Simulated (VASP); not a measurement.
# Be16H (a cell with a defect) in VASP: a series of runs, part 2 of 2

VASP 6.6.1. The steps go on from the part before.

### Step 4. Single point, LDA

The input, INCAR:

```
  ALGO = Normal
  EDIFF = 1E-7
  ENCUT = 520
  GGA = CA
  ISIF = 2
  ISMEAR = 0
  LASPH = T
  LCHARG = T
  LELF = T
  LREAL = Auto
  LVHAR = T
  LWAVE = F
  NBANDS = 30
  NELM = 100
  PREC = Accurate
  SIGMA = 0.15
```

The input, KPOINTS:

```
k-points
0
Gamma
  4 4 3
```

The input, POSCAR:

```
Be16H
1.0
   -2.2900000000     -3.9663960000      0.0000000000
    3.4350000000     -1.9831980000      0.0000000000
    0.0000000000      0.0000000000      7.1768600000
Be H
16 1
Direct
    0.7494277556      0.5006039477     -0.0051489091
    0.4769347202      0.3193937436      0.2502389624
    0.7496042425      0.5007673116      0.5037240520
    0.4988548729      0.3338007741      0.7508849274
    0.4988962014      0.0000035812      0.0020928373
    0.2494757620      0.8209681208      0.2525401081
    0.4972948008      0.0000201146      0.5027613748
    0.2495782442      0.8324009255      0.7523251115
    0.2494765064      0.4992125763      0.0003493171
    0.0222215844      0.3191750883      0.2502194553
    0.2495599762      0.4990784121      0.5033249917
    0.0002778700      0.3337386673      0.7509341132
   -0.0000775315     -0.0000854577      0.0020733301
    0.7494533475      0.8674309071      0.2510415418
    0.0018611197      0.0000040653      0.5027531539
    0.7495429401      0.8367383793      0.7515753407
    0.7496547249      0.5019960175      0.2774394373
```

The run is started by

```sh
> cat potpaw_LDA.64/Be/POTCAR potpaw_LDA.64/H/POTCAR > POTCAR
> mpirun -np 1 vasp_std > vasp.out
```

Run time: 4.1 min. Hardware: 1 thread of Intel Xeon 8259CL, shared host; peak memory 0.23 GiB.

The run converged. Its results:

| Quantity | Value |
| --- | --- |
| Free energy | -69.1320 eV |
| Pressure | -4.5 GPa |
| Largest force | 0.015 eV/Å |
| Band gap on the k mesh | zero (an odd number of electrons rules out a gap without spin polarisation) |

Forces in eV/Å, atoms in the order of the input:
```
Be  -0.001 -0.002 -0.002
Be   0.010  0.005 -0.002
Be  -0.002  0.002  0.004
Be   0.001 -0.005  0.000
Be  -0.005 -0.006 -0.002
Be  -0.007  0.003 -0.012
Be   0.001  0.004  0.003
Be   0.007 -0.002  0.007
Be  -0.001  0.000  0.002
Be   0.003 -0.012 -0.002
Be   0.000  0.000  0.000
Be   0.006  0.003 -0.002
Be   0.001  0.002 -0.001
Be  -0.011  0.005 -0.006
Be  -0.002  0.000  0.004
Be   0.001  0.000  0.002
H    0.000  0.002  0.007
```

Stress tensor (GPa, compression positive):
```
-4.58  0.21 -0.02
 0.21 -4.35  0.01
-0.02  0.01 -4.52
```

Levels at points of the mesh, in eV from the Fermi level:
```tsv
k point	band 12	band 13	band 14	band 15	band 16	band 17	band 18	band 19	band 20	band 21
(0.00, 0.00, 0.00)	-4.38	-4.11	-3.74	-0.86	0.05	0.35	0.52	0.86	0.98	1.25
(0.50, 0.00, 0.00)	-2.99	-2.52	-2.48	-2.43	-2.40	-0.39	-0.10	0.33	0.42	0.47
(0.00, 0.50, 0.00)	-4.12	-3.81	-3.71	-2.78	-2.63	-0.16	0.61	0.64	0.77	0.86
(0.50, 0.50, 0.00)	-6.42	-1.33	-1.14	-1.03	-0.90	-0.52	0.27	0.44	0.52	3.80
```

Caveat: the k points lie up to 0.40 Å⁻¹ apart, too coarse for converged energies and pressures of a metal.

### Step 5. Single point, LDA

The input, INCAR:

```
SYSTEM = Be16H
ALGO = Normal
EDIFF = 1E-7
ENCUT = 520
GGA = CA
ISIF = 2
ISMEAR = 0
LASPH = .TRUE.
LCHARG = .FALSE.
LREAL = Auto
LWAVE = .FALSE.
NBANDS = 30
NELM = 100
PREC = Accurate
SIGMA = 0.15
```

The input, KPOINTS:

```
k-points
0
G
  4 4 3
  0 0 0
```

The input, POSCAR:

```
Be16H
1.0
   -2.2900000000     -3.9663960000      0.0000000000
    3.4350000000     -1.9831980000      0.0000000000
    0.0000000000      0.0000000000      7.1768600000
Be H
16 1
Direct
    0.7483554725      0.4992541578     -0.0071814136
    0.4718756871      0.3128175614      0.2425594201
    0.7543804533      0.5043386428      0.5139191791
    0.4990528801      0.3330326333      0.7488797329
    0.4996568708     -0.0036663074     -0.0006263185
    0.2468408916      0.8234121228      0.2502221027
    0.4970651805     -0.0020680456      0.5027928648
    0.2502907200      0.8323868264      0.7506895773
    0.2475102102      0.5009194706     -0.0022802451
    0.0089682710      0.3278105795      0.2493812057
    0.2491881906      0.4991493323      0.5016444518
    0.0035759357      0.3331394157      0.7516504432
   -0.0000099399      0.0012713938      0.0023644045
    0.7483004280      0.8507880583      0.2505045382
    0.0034429132      0.0010760615      0.5032686997
    0.7515628889      0.8406422171      0.7531283876
    0.7308968738      0.4884931124      0.3053300468
```

Potentials or basis: VASP PAW LDA potentials, release 64 (Be, H).

The run is started by

```sh
> cat potpaw_LDA.64/Be/POTCAR potpaw_LDA.64/H/POTCAR > POTCAR
> mpirun -np 1 vasp_std > vasp.out
```

OUTCAR:

```text
SYSTEM = Be16H
   EDIFF = 1E-7
   ENCUT = 520
   GGA = CA
   ISIF = 2
   ISMEAR = 0
   LASPH = .TRUE.
   LREAL = Auto
   NELM = 100
   PREC = Accurate

 ion  position               nearest neighbor table
   1  0.748  0.499  0.993-  16 2.19  12 2.19   4 2.19   5 2.28   9 2.29  13 2.29   9 2.29  10 2.30
                             5 2.30  13 2.30   2 2.32  14 2.32
   2  0.472  0.313  0.243-  17 1.45  10 2.12   5 2.15   9 2.17   6 2.20  14 2.23  11 2.25   7 2.25
                             6 2.27   1 2.32
   3  0.754  0.504  0.514-  17 1.50   4 2.16  12 2.16  16 2.17  11 2.27  15 2.28   7 2.29  15 2.30
                            11 2.32   7 2.33  10 2.34  14 2.34
   4  0.499  0.333  0.749-   3 2.16   1 2.19   7 2.21  11 2.21   9 2.23   5 2.24  12 2.27  16 2.27
                             8 2.28   8 2.29  12 2.31  16 2.32
   5  0.500  0.996  0.999-   2 2.15  16 2.20  14 2.21   8 2.22   4 2.24   6 2.25   1 2.28   9 2.28
                            13 2.29  13 2.29   1 2.30   9 2.31
   6  0.247  0.823  0.250-   2 2.20  11 2.22   9 2.22  13 2.22  15 2.24  10 2.25   5 2.25   7 2.25
                             2 2.27  10 2.28  14 2.29  14 2.30
   7  0.497  0.998  0.503-   8 2.21   4 2.21  14 2.22  16 2.23   2 2.25   6 2.25  15 2.26  11 2.28
                             3 2.29  11 2.29  15 2.32   3 2.33
   8  0.250  0.832  0.751-   9 2.21   7 2.21  15 2.21   5 2.22  11 2.22  13 2.24  12 2.28  16 2.28
                             4 2.28  12 2.29   4 2.29  16 2.30
   9  0.248  0.501  0.998-   2 2.17  12 2.19   8 2.21   6 2.22  10 2.22   4 2.23   5 2.28  13 2.28
                            13 2.29   1 2.29   1 2.29   5 2.31
  10  0.009  0.328  0.249-  17 1.48   2 2.12  13 2.20   9 2.22  11 2.22  15 2.24  14 2.24   6 2.25
                             6 2.28   1 2.30   3 2.34
  11  0.249  0.499  0.502-   4 2.21   6 2.22  12 2.22   8 2.22  10 2.22   2 2.25   3 2.27  15 2.27
                             7 2.28  15 2.29   7 2.29   3 2.32
  12  0.004  0.333  0.752-   3 2.16   1 2.19   9 2.19  15 2.22  11 2.22  13 2.23  16 2.27   4 2.27
                             8 2.28   8 2.29   4 2.31  16 2.32
  13  1.000  0.001  0.002-  10 2.20  14 2.20  16 2.21   6 2.22  12 2.23   8 2.24   9 2.28   9 2.29
                             1 2.29   5 2.29   5 2.29   1 2.30
  14  0.748  0.851  0.251-  17 1.49  13 2.20   5 2.21   7 2.22   2 2.23  10 2.24  15 2.24   6 2.29
                             6 2.30   1 2.32   3 2.34
  15  0.003  0.001  0.503-   8 2.21  12 2.22  16 2.23  10 2.24  14 2.24   6 2.24   7 2.26  11 2.27
                             3 2.28  11 2.29   3 2.30   7 2.32
[... 209 lines left out ...]

 number of electron      32.9999999 magnetization

 Free energy of the ion-electron system (eV)
  ---------------------------------------------------
  ext. energy  EPLUGINS =         0.00000000
  ---------------------------------------------------
  free energy    TOTEN  =       -69.07043115 eV

  energy without entropy =      -69.05202240  energy(sigma->0) =      -69.06122678

 E-fermi :   7.2401     XC(G=0): -10.5977

 val. band max:        7.2370421600   @ k =   0.5000   0.0000   0.0000
 cond. band min:       7.3068345975   @ k =   0.0000   0.0000   0.0000
 fundamental gap:      0.0697924375
 Fermi energy:         7.2401181082

 k-point     1 :       0.0000    0.0000    0.0000
  band No.  band energies     occupation
      1      -5.2351      2.00000
      2      -3.1326      2.00000
      3      -2.3307      2.00000
      4      -0.4199      2.00000
      5       0.7851      2.00000
      6       1.3715      2.00000
[... 733 lines left out ...]
     27      12.7937      0.00000
     28      13.0238      0.00000

 [... further k-points ...]

 [bands above 28 left out]

------------------------ aborting loop because EDIFF is reached ----------------------------------------

  FORCE on cell =-STRESS in cart. coord.  units (eV):
  Direction    XX          YY          ZZ          XY          YZ          ZX
  --------------------------------------------------------------------------------------
  -------------------------------------------------------------------------------------
  Total       -3.9440239     -3.9775678     -2.9171791     -0.1749874     -0.1186369      0.0060376
  in kB      -48.4678886    -48.8801073    -35.8490496     -2.1504101     -1.4579220      0.0741956
  external PRESSURE =     -44.3990152 kB  Pullay stress =       0.0000000 kB

 VOLUME and BASIS-vectors are now :
 -----------------------------------------------------------------------------
  energy-cutoff  :      520.00
  volume of cell :      130.38
      direct lattice vectors                 reciprocal lattice vectors
    -2.290000000 -3.966396000  0.000000000    -0.109170306 -0.189088533  0.000000000
     3.435000000 -1.983198000  0.000000000     0.218340611 -0.126059022  0.000000000
     0.000000000  0.000000000  7.176860000     0.000000000  0.000000000  0.139336702

 POSITION                                       TOTAL-FORCE (eV/Angst)
 -----------------------------------------------------------------------------------
      0.00120     -3.95839      7.12532         0.005167      0.019407      0.001009
     -0.00607     -2.49202      1.74081         0.019484     -0.041366      0.144909
      0.00487     -3.99238      3.68833        -0.005464      0.126127     -0.107483
      0.00114     -2.63991      5.37460         0.000583      0.028714      0.024592
      2.27819     -3.95776      7.17236         0.027397      0.007397      0.055881
      2.26316     -2.61206      1.79581        -0.029466      0.002821      0.046153
[... 9 lines left out ...]
      1.16653     -4.64816      5.40510        -0.017085      0.044489     -0.012953
      0.00422     -3.86781      2.19131        -0.000174     -0.283922     -0.310464
 -----------------------------------------------------------------------------------
    total drift:                               -0.000394     -0.000339     -0.001078

  FREE ENERGIE OF THE ION-ELECTRON SYSTEM (eV)
  ---------------------------------------------------
  free  energy   TOTEN  =       -69.0704311531 eV

  energy  without entropy=      -69.0520224008  energy(sigma->0) =      -69.06122678
```

OSZICAR:

```text
N       E                     dE             d eps       ncg     rms          rms(c)
DAV:   1     0.215840916007E+02    0.21584E+02   -0.12829E+04  1560   0.932E+02
DAV:   2    -0.660156697827E+02   -0.87600E+02   -0.81256E+02  2004   0.147E+02
DAV:   3    -0.696255946060E+02   -0.36099E+01   -0.35507E+01  2096   0.262E+01
DAV:   4    -0.696451014226E+02   -0.19507E-01   -0.19467E-01  1930   0.199E+00
DAV:   5    -0.696451999271E+02   -0.98505E-04   -0.98474E-04  1958   0.136E-01    0.436E+00
DAV:   6    -0.692392822712E+02    0.40592E+00   -0.11025E-01  1992   0.155E+00    0.253E+00
DAV:   7    -0.690735722159E+02    0.16571E+00   -0.13549E-01  1848   0.164E+00    0.409E-01
DAV:   8    -0.690709465932E+02    0.26256E-02   -0.86293E-03  1930   0.449E-01    0.170E-01
DAV:   9    -0.690704301399E+02    0.51645E-03   -0.94340E-04  1868   0.129E-01    0.337E-02
DAV:  10    -0.690704318556E+02   -0.17157E-05   -0.16648E-04  1924   0.544E-02    0.692E-03
DAV:  11    -0.690704312943E+02    0.56131E-06   -0.30842E-06  2002   0.815E-03    0.241E-03
DAV:  12    -0.690704311599E+02    0.13442E-06   -0.43076E-07  1892   0.304E-03    0.688E-04
DAV:  13    -0.690704311531E+02    0.67442E-08   -0.27457E-08  1218   0.803E-04
   1 F= -.69070431E+02 E0= -.69061227E+02  d E =-.184088E-01
```

Wall time 4.3 min (1 thread of Intel Xeon 8259CL, shared host); peak memory 0.23 GiB.

What came out:

* Free energy: -69.0704 eV
* Pressure: -4.4 GPa
* Largest force: 0.421 eV/Å
* Band gap on the k mesh: zero (an odd number of electrons rules out a gap without spin polarisation)

Forces in eV/Å, atoms in the order of the input:
```
Be   0.005  0.019  0.001
Be   0.019 -0.041  0.145
Be  -0.005  0.126 -0.107
Be   0.001  0.029  0.025
Be   0.027  0.007  0.056
Be  -0.029  0.003  0.046
Be   0.012  0.017  0.018
Be   0.002  0.015  0.036
Be  -0.024  0.014  0.045
Be  -0.087 -0.041  0.005
Be  -0.002  0.018  0.027
Be   0.026  0.037 -0.017
Be  -0.009  0.036  0.019
Be   0.086 -0.039  0.011
Be  -0.004  0.039  0.014
Be  -0.017  0.044 -0.013
H    0.000 -0.284 -0.310
```

Stress tensor (GPa, compression positive):
```
-4.85 -0.22  0.01
-0.22 -4.89 -0.15
 0.01 -0.15 -3.58
```

Levels at points of the mesh, in eV from the Fermi level:
| k point | band 12 | band 13 | band 14 | band 15 | band 16 | band 17 | band 18 | band 19 | band 20 | band 21 |
| --- | --- | --- | --- | --- | --- | --- | --- | --- | --- | --- |
| (0.00, 0.00, 0.00) | -4.37 | -4.15 | -3.78 | -0.85 | 0.07 | 0.37 | 0.64 | 0.68 | 0.94 | 1.23 |
| (0.50, 0.00, 0.00) | -2.90 | -2.58 | -2.52 | -2.47 | -2.43 | -0.42 | 0.00 | 0.32 | 0.40 | 0.45 |
| (0.00, 0.50, 0.00) | -4.13 | -3.86 | -3.71 | -2.82 | -2.68 | -0.09 | 0.53 | 0.64 | 0.68 | 0.84 |
| (0.50, 0.50, 0.00) | -6.44 | -1.64 | -1.15 | -1.03 | -0.94 | -0.33 | 0.30 | 0.43 | 0.50 | 3.99 |

Caveat: the k points lie up to 0.40 Å⁻¹ apart, too coarse for converged energies and pressures of a metal.
